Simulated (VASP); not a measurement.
# Cu (Fd-3m) in VASP: further runs, part 2 of 2

VASP 6.6.1.

## (3) Single point, LDA (volume scaled by 0.9)

File INCAR:

```
  PREC = Accurate
  ENCUT = 520
  EDIFF = 1E-6
  ISMEAR = -1
  SIGMA = 0.08
  LREAL = F
  LASPH = T
  NELM = 60
  ALGO = Normal
  ISIF = 2
  LWAVE = F
  LCHARG = F
  GGA = CA
  NBANDS = 18
```

File KPOINTS:

```
regular mesh
0
Gamma
  15 15 15
```

File POSCAR:

```
Cu
1.0
    0.0000000000      2.4855050757      2.4855050757
    2.4855050757      0.0000000000      2.4855050757
    2.4855050757      2.4855050757      0.0000000000
Cu
2
Direct
   -0.1250000000     -0.1250000000     -0.1250000000
    0.1250000000      0.1250000000      0.1250000000
```

Potentials or basis: VASP PAW LDA potentials, release 64 (Cu).

Launch:

```console
$ cat potpaw_LDA.64/Cu/POTCAR > POTCAR
$ mpirun -np 1 vasp_std > vasp.out
```

OUTCAR:

```text
PREC = Accurate
   ENCUT = 520
   EDIFF = 1E-6
   ISMEAR = -1
   LREAL = F
   LASPH = T
   NELM = 60
   ISIF = 2
   GGA = CA

 ion  position               nearest neighbor table
   1  0.875  0.875  0.875-   2 2.15   2 2.15   2 2.15   2 2.15
   2  0.125  0.125  0.125-   1 2.15   1 2.15   1 2.15   1 2.15

  LATTYP: Found a face centered cubic cell.
 ALAT       =     4.9710101514

  Lattice vectors:

 A1 = (   0.0000000000,   2.4855050757,   2.4855050757)
 A2 = (   2.4855050757,   0.0000000000,   2.4855050757)
 A3 = (   2.4855050757,   2.4855050757,   0.0000000000)

Analysis of symmetry for initial positions (statically):
=====================================================================
 Subroutine PRICEL returns:
 Original cell was already a primitive cell.

 Routine SETGRP: Setting up the symmetry group for a
 face centered cubic supercell.

 Subroutine GETGRP returns: Found 48 space group operations
 (whereof 12 operations were pure point group operations)
 out of a pool of 48 trial point group operations.

The static configuration has the point symmetry D_3d.
 The point group associated with its full space group is O_h .

Analysis of symmetry for dynamics (positions and initial velocities):
=====================================================================
 Subroutine PRICEL returns:
 Original cell was already a primitive cell.

 Routine SETGRP: Setting up the symmetry group for a
 face centered cubic supercell.

 Subroutine GETGRP returns: Found 48 space group operations
 (whereof 12 operations were pure point group operations)
 out of a pool of 48 trial point group operations.

The dynamic configuration has the point symmetry D_3d.
 The point group associated with its full space group is O_h .

[... 98 lines left out ...]
   EDIFF  = 0.1E-05   stopping-criterion for ELM
   LREAL  =      F    real-space projection
[... 7 lines left out ...]
   TEBEG  =    0.0;   TEEND  =   0.0 temperature during run
   PSTRESS=    0.0 pullay stress
   NELECT =      22.0000    total number of electrons
   NUPDOWN=      -1.0000    fix difference up-down
   EMIN   =  10.00;   EMAX   =-10.00  energy-range for DOS
   EFERMI =   0.00;   METHOD = LEGACY
   ISMEAR =    -1;   SIGMA  =   0.08  broadening in eV -4-tet -1-fermi 0-gaus
   EFERMI_NEDOS =   21; number of points for ismear=-14 and -15
   IALGO  =     38    algorithm
   IMIX   =      4    mixing-type and parameters
     AMIX     =   0.40;   BMIX     =  1.00
     AMIX_MAG =   1.60;   BMIX_MAG =  1.00
  volume/ion in A,a.u.               =      15.35       103.62
  Fermi-wavevector in a.u.,A,eV,Ry     =   1.464843  2.768152 29.194904  2.145765
  Thomas-Fermi vector in A             =   2.580771
   LORBIT       =      0    0 simple, 1 ext, 2 COOP (PROOUT), +10 PAW based schemes
   GGA     = CA    functional components
   LHFCALC =     F    Hartree Fock is set to
   AEXX    =    0.0000 exact exchange contribution
   IVDW    =     0    specifies the selected vdW correction
   LEPSILON=     F    determine dielectric tensor
   LRPA    =     F    only Hartree local field effects (RPA)
 non-spin polarized calculation
  energy-cutoff  :      520.00
  volume of cell :       30.71
 maximum number of plane-waves:       869
 NGX is ok and might be reduce to    28
   NGX = 13   NGY = 13   NGZ = 13

 number of electron      22.0000024 magnetization

 Free energy of the ion-electron system (eV)
  ---------------------------------------------------
  ext. energy  EPLUGINS =         0.00000000
  ---------------------------------------------------
  free energy    TOTEN  =        -6.86147329 eV

  energy without entropy =       -6.84641905  energy(sigma->0) =       -6.85394617

 E-fermi :   4.4668     XC(G=0): -11.3548

 val. band max:        4.4503272084   @ k =  -0.4000   0.4000   0.0667
 cond. band min:       4.5216928874   @ k =  -0.4000   0.2667   0.0000
 fundamental gap:      0.0713656791
 Fermi energy:         4.4668332576

 k-point     1 :       0.0000    0.0000    0.0000
  band No.  band energies     occupation
      1      -3.0731      2.00000
      2       0.6512      2.00000
      3       0.6512      2.00000
      4       0.6624      2.00000
      5       0.6624      2.00000
      6       0.6624      2.00000
[... 481 lines left out ...]
      5       0.8449      2.00000
      6       1.0661      2.00000
[... 10 lines left out ...]
     17      20.1352      0.00000
     18      20.5233      0.00000

 [... further k-points ...]
[... 5 lines left out ...]
  --------------------------------------------------------------------------------------
  -------------------------------------------------------------------------------------
  Total        2.1261506      2.1261506      2.1261506      0.0000000      0.0000000     -0.0000000
  in kB      110.9253102    110.9253102    110.9253102      0.0000000      0.0000000     -0.0000000
  external PRESSURE =     110.9253102 kB  Pullay stress =       0.0000000 kB

 VOLUME and BASIS-vectors are now :
 -----------------------------------------------------------------------------
  energy-cutoff  :      520.00
  volume of cell :       30.71
      direct lattice vectors                 reciprocal lattice vectors
     0.000000000  2.485505076  2.485505076    -0.201166356  0.201166356  0.201166356
     2.485505076  0.000000000  2.485505076     0.201166356 -0.201166356  0.201166356
     2.485505076  2.485505076  0.000000000     0.201166356  0.201166356 -0.201166356

 POSITION                                       TOTAL-FORCE (eV/Angst)
 -----------------------------------------------------------------------------------
      4.34963      4.34963      4.34963         0.000000      0.000000      0.000000
      0.62138      0.62138      0.62138        -0.000000     -0.000000     -0.000000
 -----------------------------------------------------------------------------------
    total drift:                                0.000000      0.000000     -0.000000

  FREE ENERGIE OF THE ION-ELECTRON SYSTEM (eV)
  ---------------------------------------------------
  free  energy   TOTEN  =        -6.8614732884 eV

  energy  without entropy=       -6.8464190515  energy(sigma->0) =       -6.85394617
```

OSZICAR:

```text
N       E                     dE             d eps       ncg     rms          rms(c)
DAV:   1     0.131561731089E+03    0.13156E+03   -0.10361E+04  4456   0.202E+03
DAV:   2    -0.127491016959E+01   -0.13284E+03   -0.12592E+03  4332   0.284E+02
DAV:   3    -0.821942484835E+01   -0.69445E+01   -0.67089E+01  4796   0.910E+01
DAV:   4    -0.831526725153E+01   -0.95842E-01   -0.95761E-01  5196   0.116E+01
DAV:   5    -0.831699660049E+01   -0.17293E-02   -0.17293E-02  5400   0.136E+00    0.105E+01
DAV:   6    -0.777335347688E+01    0.54364E+00   -0.13847E+01  5200   0.958E+01    0.601E+00
DAV:   7    -0.688122062044E+01    0.89213E+00   -0.32062E+00  5074   0.442E+01    0.652E-01
DAV:   8    -0.687010547006E+01    0.11115E-01   -0.66426E-02  6488   0.443E+00    0.771E-01
DAV:   9    -0.686154412032E+01    0.85613E-02   -0.26135E-02  5538   0.394E+00    0.895E-02
DAV:  10    -0.686148226302E+01    0.61857E-04   -0.76533E-04  6352   0.493E-01    0.304E-02
DAV:  11    -0.686147343961E+01    0.88234E-05   -0.45397E-05  6444   0.142E-01    0.425E-03
DAV:  12    -0.686147328841E+01    0.15121E-06   -0.11226E-06  2960   0.928E-03
   1 F= -.68614733E+01 E0= -.68539462E+01  d E =-.150542E-01
```

stdout:

```text
POSCAR found type information on POSCAR Cu
 POSCAR found :  1 types and       2 ions
 scaLAPACK will be used
 LDA part: xc-table for (Slater(with rela. corr.)+CA(PZ))
 , standard interpolation
 POSCAR, INCAR and KPOINTS ok, starting setup
 FFT: planning ... GRIDC
 FFT: planning ... GRID_SOFT
 FFT: planning ... GRID
 WAVECAR not read
 entering main loop
```

Wall time 53 s (1 thread of Intel Xeon Platinum 8259CL at 2.50GHz (Skylake/Cascade Lake), shared host); peak memory 0.18 GiB.

What came out:

```yaml
Free_energy: -6.8615 eV
Pressure: 11.1 GPa
Band_gap_on_the_k_mesh: zero (band 11 reaches 5.03 eV, above the bottom of band 12 at 4.16 eV)
```

Levels at points of the mesh, in eV from the Fermi level:
| k point | band 7 | band 8 | band 9 | band 10 | band 11 | band 12 | band 13 | band 14 | band 15 | band 16 |
| --- | --- | --- | --- | --- | --- | --- | --- | --- | --- | --- |
| (0.00, 0.00, 0.00) | -2.35 | -2.35 | -2.35 | -1.41 | -1.41 | 11.37 | 11.37 | 11.37 | 12.05 | 12.05 |

Caveat: the cell differs from its parent crystal (volume scaled by 0.9).

## (4) Single point, LDA (volume scaled by 0.9)

File INCAR:

```
SYSTEM = Cu
PREC = Accurate ; ENCUT = 520
EDIFF = 1E-7 ; ISMEAR = -1
SIGMA = 0.08 ; LREAL = .FALSE.
LASPH = .TRUE. ; NELM = 100
ALGO = Normal ; ISIF = 2
LWAVE = .FALSE. ; LCHARG = .FALSE.
NBANDS = 18
```

File KPOINTS:

```
regular mesh
0
G
  15 15 15
  0 0 0
```

POSCAR is that of step 3.

Potentials or basis: VASP PAW LDA potentials, release 64 (Cu).

Launch:

```console
$ cat potpaw_LDA.64/Cu/POTCAR > POTCAR
$ mpirun -np 1 vasp_std > vasp.out
```

OUTCAR:

```text
SYSTEM = Cu
   PREC = Accurate
   ENCUT = 520
   EDIFF = 1E-7
   ISMEAR = -1
   LREAL = .FALSE.
   LASPH = .TRUE.
   NELM = 100
   ISIF = 2

 ion  position               nearest neighbor table
   1  0.875  0.875  0.875-   2 2.15   2 2.15   2 2.15   2 2.15
   2  0.125  0.125  0.125-   1 2.15   1 2.15   1 2.15   1 2.15

  LATTYP: Found a face centered cubic cell.
 ALAT       =     4.9710101514

  Lattice vectors:

 A1 = (   0.0000000000,   2.4855050757,   2.4855050757)
 A2 = (   2.4855050757,   0.0000000000,   2.4855050757)
 A3 = (   2.4855050757,   2.4855050757,   0.0000000000)

Analysis of symmetry for initial positions (statically):
=====================================================================
 Subroutine PRICEL returns:
 Original cell was already a primitive cell.

 Routine SETGRP: Setting up the symmetry group for a
 face centered cubic supercell.

 Subroutine GETGRP returns: Found 48 space group operations
 (whereof 12 operations were pure point group operations)
 out of a pool of 48 trial point group operations.

The static configuration has the point symmetry D_3d.
 The point group associated with its full space group is O_h .

Analysis of symmetry for dynamics (positions and initial velocities):
=====================================================================
 Subroutine PRICEL returns:
 Original cell was already a primitive cell.

 Routine SETGRP: Setting up the symmetry group for a
 face centered cubic supercell.

 Subroutine GETGRP returns: Found 48 space group operations
 (whereof 12 operations were pure point group operations)
 out of a pool of 48 trial point group operations.

The dynamic configuration has the point symmetry D_3d.
 The point group associated with its full space group is O_h .

 Subroutine INISYM returns: Found 48 space group operations
 (whereof 12 operations are pure point group operations),
[... 105 lines left out ...]
   TEBEG  =    0.0;   TEEND  =   0.0 temperature during run
   PSTRESS=    0.0 pullay stress
   NELECT =      22.0000    total number of electrons
   NUPDOWN=      -1.0000    fix difference up-down
   EMIN   =  10.00;   EMAX   =-10.00  energy-range for DOS
   EFERMI =   0.00;   METHOD = LEGACY
   ISMEAR =    -1;   SIGMA  =   0.08  broadening in eV -4-tet -1-fermi 0-gaus
   EFERMI_NEDOS =   21; number of points for ismear=-14 and -15
   IALGO  =     38    algorithm
   IMIX   =      4    mixing-type and parameters
     AMIX     =   0.40;   BMIX     =  1.00
     AMIX_MAG =   1.60;   BMIX_MAG =  1.00
  volume/ion in A,a.u.               =      15.35       103.62
  Fermi-wavevector in a.u.,A,eV,Ry     =   1.464843  2.768152 29.194904  2.145765
  Thomas-Fermi vector in A             =   2.580771
   LORBIT       =      0    0 simple, 1 ext, 2 COOP (PROOUT), +10 PAW based schemes
   GGA     = CA    functional components
   LHFCALC =     F    Hartree Fock is set to
   AEXX    =    0.0000 exact exchange contribution
   IVDW    =     0    specifies the selected vdW correction
   LEPSILON=     F    determine dielectric tensor
   LRPA    =     F    only Hartree local field effects (RPA)
 non-spin polarized calculation
  energy-cutoff  :      520.00
  volume of cell :       30.71
 maximum number of plane-waves:       869
 NGX is ok and might be reduce to    28
   NGX = 13   NGY = 13   NGZ = 13

 number of electron      22.0000024 magnetization

 Free energy of the ion-electron system (eV)
  ---------------------------------------------------
  ext. energy  EPLUGINS =         0.00000000
  ---------------------------------------------------
  free energy    TOTEN  =        -6.86147325 eV

  energy without entropy =       -6.84642047  energy(sigma->0) =       -6.85394686

 E-fermi :   4.4666     XC(G=0): -11.3548

 val. band max:        4.4501252326   @ k =  -0.4000   0.4000   0.0667
 cond. band min:       4.5215078067   @ k =  -0.4000   0.2667   0.0000
 fundamental gap:      0.0713825742
 Fermi energy:         4.4666335436

 k-point     1 :       0.0000    0.0000    0.0000
  band No.  band energies     occupation
      1      -3.0732      2.00000
      2       0.6509      2.00000
      3       0.6509      2.00000
      4       0.6621      2.00000
      5       0.6621      2.00000
      6       0.6621      2.00000
[... 481 lines left out ...]
      5       0.8446      2.00000
      6       1.0658      2.00000
[... 10 lines left out ...]
     17      20.1351      0.00000
     18      20.5232      0.00000

 [... further k-points ...]
[... 5 lines left out ...]
  --------------------------------------------------------------------------------------
  -------------------------------------------------------------------------------------
  Total        2.1437294      2.1437294      2.1437294      0.0000000      0.0000000      0.0000000
  in kB      111.8424288    111.8424288    111.8424288      0.0000000      0.0000000      0.0000000
  external PRESSURE =     111.8424288 kB  Pullay stress =       0.0000000 kB

 VOLUME and BASIS-vectors are now :
 -----------------------------------------------------------------------------
  energy-cutoff  :      520.00
  volume of cell :       30.71
      direct lattice vectors                 reciprocal lattice vectors
     0.000000000  2.485505076  2.485505076    -0.201166356  0.201166356  0.201166356
     2.485505076  0.000000000  2.485505076     0.201166356 -0.201166356  0.201166356
     2.485505076  2.485505076  0.000000000     0.201166356  0.201166356 -0.201166356

 POSITION                                       TOTAL-FORCE (eV/Angst)
 -----------------------------------------------------------------------------------
      4.34963      4.34963      4.34963        -0.000000      0.000000     -0.000000
      0.62138      0.62138      0.62138         0.000000     -0.000000      0.000000
 -----------------------------------------------------------------------------------
    total drift:                                0.000000      0.000000     -0.000000

  FREE ENERGIE OF THE ION-ELECTRON SYSTEM (eV)
  ---------------------------------------------------
  free  energy   TOTEN  =        -6.8614732538 eV

  energy  without entropy=       -6.8464204714  energy(sigma->0) =       -6.85394686
```

OSZICAR:

```text
N       E                     dE             d eps       ncg     rms          rms(c)
DAV:   1     0.131561731089E+03    0.13156E+03   -0.10361E+04  4456   0.202E+03
DAV:   2    -0.127491016959E+01   -0.13284E+03   -0.12592E+03  4332   0.284E+02
DAV:   3    -0.821942484835E+01   -0.69445E+01   -0.67089E+01  4796   0.910E+01
DAV:   4    -0.831526725153E+01   -0.95842E-01   -0.95761E-01  5196   0.116E+01
DAV:   5    -0.831699660049E+01   -0.17293E-02   -0.17293E-02  5400   0.136E+00    0.105E+01
DAV:   6    -0.777335347688E+01    0.54364E+00   -0.13847E+01  5200   0.958E+01    0.601E+00
DAV:   7    -0.688122062044E+01    0.89213E+00   -0.32062E+00  5074   0.442E+01    0.652E-01
DAV:   8    -0.687010547006E+01    0.11115E-01   -0.66426E-02  6488   0.443E+00    0.771E-01
DAV:   9    -0.686154412032E+01    0.85613E-02   -0.26135E-02  5538   0.394E+00    0.895E-02
DAV:  10    -0.686148226302E+01    0.61857E-04   -0.76533E-04  6352   0.493E-01    0.304E-02
DAV:  11    -0.686147343961E+01    0.88234E-05   -0.45397E-05  6444   0.142E-01    0.425E-03
DAV:  12    -0.686147329443E+01    0.14519E-06   -0.11807E-06  4582   0.928E-03    0.176E-03
DAV:  13    -0.686147325382E+01    0.40608E-07   -0.77719E-08  2734   0.605E-03
   1 F= -.68614733E+01 E0= -.68539469E+01  d E =-.150528E-01
```

Run time: 67 s. Hardware: 1 thread of Intel Xeon Platinum 8259CL at 2.50GHz (Skylake/Cascade Lake), shared host; peak memory 0.17 GiB.

What came out:

* Free energy: -6.8615 eV
* Pressure: 11.2 GPa
* Band gap on the k mesh: zero (band 11 reaches 5.03 eV, above the bottom of band 12 at 4.16 eV)

Levels at points of the mesh, in eV from the Fermi level:
```
           k point  band 7  band 8  band 9  band 10  band 11  band 12  band 13  band 14  band 15  band 16
(0.00, 0.00, 0.00)   -2.35   -2.35   -2.35    -1.41    -1.41    11.37    11.37    11.37    12.05    12.05
```

Caveat: the cell differs from its parent crystal (volume scaled by 0.9).

## (5) Single point, LDA (volume scaled by 0.9)

File INCAR:

```
  PREC = Accurate
  ENCUT = 520
  EDIFF = 1E-6
  ISMEAR = -1
  SIGMA = 0.08
  LREAL = F
  LASPH = T
  NELM = 60
  ALGO = Normal
  ISIF = 2
  LWAVE = F
  LCHARG = F
  NBANDS = 18
```

File KPOINTS:

```
Automatic mesh
0
Gamma
  15 15 15
```

POSCAR is that of step 4.

Launch:

```console
$ cat potpaw_LDA.64/Cu/POTCAR > POTCAR
$ mpirun -np 1 vasp_std > vasp.out
```

Run time: 83 s. Hardware: 1 thread of Intel Xeon Platinum 8259CL at 2.50GHz (Skylake/Cascade Lake), shared host; peak memory 0.17 GiB.

Results (log left out):

| Quantity | Value |
| --- | --- |
| Free energy | -6.8615 eV |
| Pressure | 11.1 GPa |
| Band gap on the k mesh | zero (band 11 reaches 5.03 eV, above the bottom of band 12 at 4.16 eV) |

Levels at points of the mesh, in eV from the Fermi level:
```tsv
k point	band 9	band 10	band 11	band 12	band 13	band 14
(0.00, 0.00, 0.00)	-2.35	-1.41	-1.41	11.37	11.37	11.37
```

Caveat: the cell differs from its parent crystal (volume scaled by 0.9).

## (6) Single point, LDA

This run uses another cell than the first one, of 17.06 Å³/atom, 1.250 times its volume.

File INCAR:

```
PREC     = Accurate       # precision mode
ENCUT    = 520            # plane-wave cutoff, eV
EDIFF    = 1E-7           # SCF threshold, eV
ISMEAR   = -1             # smearing method
SIGMA    = 0.08           # smearing width, eV
LREAL    = False          # projectors in reciprocal space
LASPH    = True           # aspherical terms in the spheres
NELM     = 60             # most SCF steps
ALGO     = Normal         # electronic algorithm
ISIF     = 2              # what is computed and relaxed
LWAVE    = False          # write WAVECAR
LCHARG   = False          # write CHGCAR
NBANDS   = 18             # bands
```

File KPOINTS:

```
regular mesh
0
Gamma
  15 15 15
```

File POSCAR:

```
Cu
1.0
    0.0000000000      2.5743473884      2.5743473884
    2.5743473884      0.0000000000      2.5743473884
    2.5743473884      2.5743473884      0.0000000000
Cu
2
Direct
   -0.1250000000     -0.1250000000     -0.1250000000
    0.1250000000      0.1250000000      0.1250000000
```

Potentials or basis: VASP PAW LDA potentials, release 64 (Cu).

Launch:

```console
$ cat potpaw_LDA.64/Cu/POTCAR > POTCAR
$ mpirun -np 1 vasp_std > vasp.out
```

Wall time 91 s (1 thread of Intel Xeon Platinum 8259CL at 2.50GHz (Skylake/Cascade Lake), shared host); peak memory 0.18 GiB.

It converged, with:

```
Free energy            : -6.9758 eV
Pressure               : 0.4 GPa
Band gap on the k mesh : zero (band 11 reaches 3.92 eV, above the bottom of band 12 at 3.10 eV)
```

Levels at points of the mesh, in eV from the Fermi level:
```tsv
k point	band 8	band 9	band 10	band 11	band 12	band 13	band 14	band 15
(0.00, 0.00, 0.00)	-2.10	-2.10	-1.31	-1.31	10.54	10.54	10.54	11.35
```

## (7) Overview

```csv
cell,gap on the mesh (eV),pressure (GPa)
"a = 3.380 Å, angles 60.0°, 2 atoms",none,30.6
"a = 3.515 Å, angles 60.0°, 2 atoms",none,11.1
"a = 3.641 Å, angles 60.0°, 2 atoms",none,0.4
```

Alike in all rows: task single point; level LDA; potentials or basis VASP PAW LDA potentials, release 64 (Cu); no spin polarisation; k mesh 15 × 15 × 15; cutoff (eV) 520; smearing fermi-dirac 0.08 eV.

Total energies depend on the potentials used, so only differences within one code and one set of settings carry meaning.
